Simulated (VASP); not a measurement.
# AsPdF5 (P4/mmm) in VASP: single point with r2SCAN+rVV10

Aim: the single point of AsPdF5 with r2SCAN+rVV10.

Everything below comes from runs of VASP 6.6.1. Logs are shortened: lines on timing, memory, paths and dates and some standing lists are left out, and cuts for length are marked.

## (1) The cell of the first run

It takes space group P4/mmm (No. 123, tetragonal). The conventional cell has a = 3.432 Å, b = 3.432 Å, c = 6.633 Å, α = 90.00°, β = 90.00°, γ = 90.00°. As (site symmetry 4/mmm) has 8 F at 2.10 Å within 2.8 Å. Within 3.2 Å of Pd (site symmetry 4/mmm) lie 12 F at 2.43 to 2.72 Å. Within 3.2 Å of F (site symmetry 4/mmm) lie 4 Pd at 2.43 Å and 8 F at 2.72 Å. Within 2.8 Å of F (site symmetry 2mm) lie 2 As at 2.10 Å and 7 F at 2.42 to 2.72 Å and 2 Pd at 2.72 Å.

## (2) Single point, r2SCAN+rVV10

Contents of POSCAR:

```
AsPdF5
1.0
    3.4315252433      0.0000000000      0.0000000000
    0.0000000000      3.4315252433      0.0000000000
    0.0000000000      0.0000000000      6.6329260416
As Pd F
1 1 5
Direct
    0.0000000000      0.0000000000      0.5000000000
    0.5000000000      0.5000000000      0.0000000000
    0.0000000000      0.0000000000      0.0000000000
    0.5000000000      0.0000000000      0.6821679512
    0.0000000000      0.5000000000      0.6821679512
    0.5000000000      0.0000000000      0.3178320488
    0.0000000000      0.5000000000      0.3178320488
```

Contents of INCAR.step1:

```
PREC = Accurate
ENCUT = 520
ISMEAR = -1
SIGMA = 0.03
LREAL = False
LASPH = True
NELM = 60
NBANDS = 34
GGA = PE
ALGO = Normal
EDIFF = 1E-4
LWAVE = True
LCHARG = False
```

Contents of INCAR.step2:

```
PREC = Accurate
ENCUT = 520
EDIFF = 1E-7
ISMEAR = -1
SIGMA = 0.03
LREAL = False
LASPH = True
NELM = 60
ALGO = Normal
ISIF = 2
LWAVE = False
LCHARG = False
METAGGA = R2SCAN
LMIXTAU = True
LUSE_VDW = True
IVDW_NL = 2
BPARAM = 11.95
CPARAM = 0.0093
NBANDS = 34
ISTART = 1
```

Contents of KPOINTS:

```
regular mesh
0
Gamma
  6 6 4
```

Potentials or basis: VASP PAW PBE potentials, release 64 (As, Pd, F).

Started as:

```console
$ cat potpaw_PBE.64/As/POTCAR potpaw_PBE.64/Pd/POTCAR potpaw_PBE.64/F/POTCAR > POTCAR
$ cp INCAR.step1 INCAR
$ mpirun -np 1 vasp_std > vasp.out
$ cp INCAR.step2 INCAR
$ mpirun -np 1 vasp_std > vasp.out
```

OUTCAR:

```text
PREC = Accurate
   ENCUT = 520
   EDIFF = 1E-7
   ISMEAR = -1
   LREAL = False
   LASPH = True
   NELM = 60
   ISIF = 2
   METAGGA = R2SCAN
   IVDW_NL = 2
   BPARAM = 11.95
   ISTART = 1

 ion  position               nearest neighbor table
   1  0.000  0.000  0.500-   4 2.10   5 2.10   6 2.10   7 2.10   5 2.10   7 2.10   4 2.10   6 2.10

   2  0.500  0.500  0.000-   3 2.43   3 2.43   3 2.43   3 2.43
   3  0.000  0.000  0.000-   2 2.43   2 2.43   2 2.43   2 2.43
   4  0.500  0.000  0.682-   1 2.10   1 2.10
   5  0.000  0.500  0.682-   1 2.10   1 2.10
   6  0.500  0.000  0.318-   1 2.10   1 2.10
   7  0.000  0.500  0.318-   1 2.10   1 2.10

  LATTYP: Found a simple tetragonal cell.
 ALAT       =     3.4315252433
 C/A-ratio  =     1.9329381460

  Lattice vectors:

 A1 = (   3.4315252433,   0.0000000000,   0.0000000000)
 A2 = (   0.0000000000,   3.4315252433,   0.0000000000)
 A3 = (   0.0000000000,   0.0000000000,   6.6329260416)

Analysis of symmetry for initial positions (statically):
=====================================================================
 Subroutine PRICEL returns:
 Original cell was already a primitive cell.

 Routine SETGRP: Setting up the symmetry group for a
 simple tetragonal supercell.

 Subroutine GETGRP returns: Found 16 space group operations
 (whereof 16 operations were pure point group operations)
 out of a pool of 16 trial point group operations.

The static configuration has the point symmetry D_4h.

Analysis of symmetry for dynamics (positions and initial velocities):
=====================================================================
 Subroutine PRICEL returns:
 Original cell was already a primitive cell.

 Routine SETGRP: Setting up the symmetry group for a
 simple tetragonal supercell.

 Subroutine GETGRP returns: Found 16 space group operations
 (whereof 16 operations were pure point group operations)
 out of a pool of 16 trial point group operations.

The dynamic configuration has the point symmetry D_4h.

 Subroutine INISYM returns: Found 16 space group operations
 (whereof 16 operations are pure point group operations),
 and found     1 'primitive' translations

----------------------------------------------------------------------------------------

                                     Primitive cell

  volume of cell :      78.1051

  direct lattice vectors                    reciprocal lattice vectors
     3.431525243  0.000000000  0.000000000     0.291415604  0.000000000  0.000000000
     0.000000000  3.431525243  0.000000000     0.000000000  0.291415604  0.000000000
     0.000000000  0.000000000  6.632926042     0.000000000  0.000000000  0.150763026

  length of vectors
     3.431525243  3.431525243  6.632926042     0.291415604  0.291415604  0.150763026

  position of ions in fractional coordinates (direct lattice)
     0.000000000  0.000000000  0.500000000
     0.500000000  0.500000000  0.000000000
     0.000000000  0.000000000  0.000000000
     0.500000000  0.000000000  0.682167951
     0.000000000  0.500000000  0.682167951
     0.500000000  0.000000000  0.317832049
     0.000000000  0.500000000  0.317832049

  ion indices of the primitive-cell ions
   primitive index   ion index
                 1           1
                 2           2
                 3           3
                 4           4
                 5           5
                 6           6
                 7           7

----------------------------------------------------------------------------------------

 KPOINTS: regular mesh

Automatic generation of k-mesh.
 Grid dimensions read from file:
 generate k-points for:    6    6    4

 Generating k-lattice:

  Cartesian coordinates                     Fractional coordinates (reciprocal lattice)
     0.048569267  0.000000000  0.000000000     0.166666667  0.000000000  0.000000000
     0.000000000  0.048569267  0.000000000     0.000000000  0.166666667  0.000000000
     0.000000000  0.000000000  0.037690756     0.000000000  0.000000000  0.250000000

  Length of vectors
     0.048569267  0.048569267  0.037690756

  Shift w.r.t. Gamma in fractional coordinates (k-lattice)
     0.000000000  0.000000000  0.000000000

 Subroutine IBZKPT returns following result:
 ===========================================

 Found     30 irreducible k-points:

 Following reciprocal coordinates:
            Coordinates               Weight
  0.000000  0.000000  0.000000      1.000000
  0.166667  0.000000  0.000000      4.000000
  0.333333  0.000000  0.000000      4.000000
  0.500000  0.000000  0.000000      2.000000
  0.166667  0.166667  0.000000      4.000000
  0.333333  0.166667  0.000000      8.000000
[... 16 lines left out ...]
  0.333333  0.000000  0.500000      4.000000
  0.500000  0.000000  0.500000      2.000000
 [... further k-points ...]
   k-points           NKPTS =     30   k-points in BZ     NKDIM =     30   number of bands    NBANDS=     34
   number of dos      NEDOS =    301   number of ions     NIONS =      7
   total plane-waves  NPLWV =  39200
   dimension x,y,z NGX =    28 NGY =   28 NGZ =   50
   dimension x,y,z NGXF=    56 NGYF=   56 NGZF=  100
   ions per type =               1   1   5
   NGX,Y,Z   is equivalent  to a cutoff of  13.57, 13.57, 12.53 a.u.
   NGXF,Y,Z  is equivalent  to a cutoff of  27.13, 27.13, 25.06 a.u.
 SYSTEM =  unknown system
   PREC   = accura    normal or accurate (medium, high low for compatibility)
   ISTART =      1    job   : 0-new  1-cont  2-samecut
   ICHARG =      0    charge: 1-file 2-atom 10-const
   ISPIN  =      1    spin polarized calculation?
   LNONCOLLINEAR =      F non collinear calculations
   LSORBIT =      F    spin-orbit coupling
   LASPH  =      T    aspherical Exc in radial PAW
   ENCUT  =  520.0 eV  38.22 Ry    6.18 a.u.   6.38  6.38 12.33*2*pi/ulx,y,z
   NELM   =     60;   NELMIN=  2; NELMDL=  0     # of ELM steps
   EDIFF  = 0.1E-06   stopping-criterion for ELM
   LREAL  =      F    real-space projection
   EDIFFG = 0.1E-05   stopping-criterion for IOM
   NSW    =      0    number of steps for IOM
   IBRION =     -1    ionic relax: 0-MD 1-quasi-New 2-CG
   NFREE  =      0    steps in history (QN), initial steepest desc. (CG)
   ISIF   =      2    stress and relaxation
   ISYM   =      2    0-nonsym 1-usesym 2-fastsym
   POTIM  = 0.5000    time-step for ionic-motion
   TEBEG  =    0.0;   TEEND  =   0.0 temperature during run
   PSTRESS=    0.0 pullay stress
   NELECT =      50.0000    total number of electrons
   NUPDOWN=      -1.0000    fix difference up-down
   EMIN   =  10.00;   EMAX   =-10.00  energy-range for DOS
   EFERMI =   0.00;   METHOD = LEGACY
   ISMEAR =    -1;   SIGMA  =   0.03  broadening in eV -4-tet -1-fermi 0-gaus
   EFERMI_NEDOS =   21; number of points for ismear=-14 and -15
   IALGO  =     38    algorithm
   IMIX   =      4    mixing-type and parameters
     AMIX     =   0.40;   BMIX     =  1.00
     AMIX_MAG =   1.60;   BMIX_MAG =  1.00
  volume/ion in A,a.u.               =      11.16        75.30
  Fermi-wavevector in a.u.,A,eV,Ry     =   1.410928  2.666268 27.085376  1.990719
  Thomas-Fermi vector in A             =   2.532832
   LORBIT       =      0    0 simple, 1 ext, 2 COOP (PROOUT), +10 PAW based schemes
   METAGGA = R2SCAN    functional components
   LHFCALC =     F    Hartree Fock is set to
   AEXX    =    0.0000 exact exchange contribution
   IVDW_NL    =     2    kernel type
   BPARAM     =11.9500
   IVDW    =     0    specifies the selected vdW correction
   LEPSILON=     F    determine dielectric tensor
   LRPA    =     F    only Hartree local field effects (RPA)
 non-spin polarized calculation
  energy-cutoff  :      520.00
  volume of cell :       78.11
 maximum number of plane-waves:      2128
 NGX is ok and might be reduce to    28
   NGX = 13   NGY = 13   NGZ = 25

 number of electron      49.9999940 magnetization

 Free energy of the ion-electron system (eV)
  ---------------------------------------------------
  ext. energy  EPLUGINS =         0.00000000
  ---------------------------------------------------
  free energy    TOTEN  =       -60.79618019 eV

  energy without entropy =      -60.77621096  energy(sigma->0) =      -60.78619557

 E-fermi :   2.6648     XC(G=0): -11.6256

 val. band max:        2.6578239194   @ k =   0.5000   0.1667   0.0000
 cond. band min:       2.6672473439   @ k =   0.5000   0.1667   0.5000
 fundamental gap:      0.0094234244
 Fermi energy:         2.6647527280

 k-point     1 :       0.0000    0.0000    0.0000
  band No.  band energies     occupation
      1     -22.4267      2.00000
      2     -21.5773      2.00000
      3     -20.5686      2.00000
      4     -20.5529      2.00000
      5     -20.1699      2.00000
      6      -7.0804      2.00000
[... 26 lines left out ...]
     33      17.6729      0.00000
     34      19.2336      0.00000

 k-point     2 :       0.1667    0.0000    0.0000
  band No.  band energies     occupation
      1     -22.3013      2.00000
      2     -21.4793      2.00000
      3     -20.6720      2.00000
      4     -20.5488      2.00000
      5     -20.2579      2.00000
      6      -7.2637      2.00000
[... 26 lines left out ...]
     33      16.5429      0.00000
     34      17.8983      0.00000

 k-point     3 :       0.3333    0.0000    0.0000
  band No.  band energies     occupation
      1     -21.9588      2.00000
      2     -21.2144      2.00000
      3     -21.0029      2.00000
      4     -20.5092      2.00000
      5     -20.5022      2.00000
      6      -7.6025      2.00000
[... 26 lines left out ...]
     33      15.0993      0.00000
     34      17.8424      0.00000
[... 704 lines left out ...]
 k-point    23 :       0.3333    0.0000    0.5000
  band No.  band energies     occupation
      1     -21.9332      2.00000
      2     -21.2716      2.00000
      3     -20.9955      2.00000
      4     -20.5515      2.00000
      5     -20.4348      2.00000
      6      -7.5912      2.00000
[... 26 lines left out ...]
     33      15.6807      0.00000
     34      18.3073      0.00000

 k-point    24 :       0.5000    0.0000    0.5000
  band No.  band energies     occupation
      1     -21.5333      2.00000
      2     -21.3908      2.00000
      3     -20.9733      2.00000
      4     -20.8164      2.00000
      5     -20.4392      2.00000
      6      -7.7606      2.00000
[... 26 lines left out ...]
     33      16.6903      0.00000
     34      17.3474      0.00000

 [... further k-points ...]
[... 5 lines left out ...]
  --------------------------------------------------------------------------------------
  -------------------------------------------------------------------------------------
  Total       -0.0628759     -0.0628759     -0.1586468      0.0000000      0.0000000      0.0000000
  in kB       -1.2897784     -1.2897784     -3.2543352      0.0000000      0.0000000      0.0000000
  external PRESSURE =      -1.9446306 kB  Pullay stress =       0.0000000 kB

 VOLUME and BASIS-vectors are now :
 -----------------------------------------------------------------------------
  energy-cutoff  :      520.00
  volume of cell :       78.11
      direct lattice vectors                 reciprocal lattice vectors
     3.431525243  0.000000000  0.000000000     0.291415604  0.000000000  0.000000000
     0.000000000  3.431525243  0.000000000     0.000000000  0.291415604  0.000000000
     0.000000000  0.000000000  6.632926042     0.000000000  0.000000000  0.150763026

 POSITION                                       TOTAL-FORCE (eV/Angst)
 -----------------------------------------------------------------------------------
      0.00000      0.00000      3.31646         0.000000      0.000000      0.000000
      1.71576      1.71576      0.00000         0.000000      0.000000      0.000000
      0.00000      0.00000      0.00000         0.000000      0.000000      0.000000
      1.71576      0.00000      4.52477         0.000000      0.000000      0.030558
      0.00000      1.71576      4.52477        -0.000000      0.000000      0.030558
      1.71576      0.00000      2.10816         0.000000     -0.000000     -0.030558
      0.00000      1.71576      2.10816         0.000000      0.000000     -0.030558
 -----------------------------------------------------------------------------------
    total drift:                                0.000000      0.000000     -0.000000

  FREE ENERGIE OF THE ION-ELECTRON SYSTEM (eV)
  ---------------------------------------------------
  free  energy   TOTEN  =       -60.7961801869 eV

  energy  without entropy=      -60.7762109620  energy(sigma->0) =      -60.78619557
```

Wall time 10 min (1 thread of Oxide Virtual Turin-like, shared host); peak memory 0.35 GiB.

Results:

- Free energy: -60.7962 eV
- Pressure: -0.2 GPa
- Largest force: 0.031 eV/Å
- Band gap on the k mesh: zero (band 25 reaches 2.86 eV, above the bottom of band 26 at 2.10 eV)

Forces on the atoms (eV/Å):
```
As   0.000  0.000  0.000
Pd   0.000  0.000  0.000
F    0.000  0.000  0.000
F    0.000  0.000  0.031
F    0.000  0.000  0.031
F    0.000  0.000 -0.031
F    0.000  0.000 -0.031
```

Stress tensor (GPa, compression positive):
```
-0.13  0.00  0.00
 0.00 -0.13  0.00
 0.00  0.00 -0.33
```

Caveat: the PAW data sets were made with another functional, which shifts forces and pressure a little.
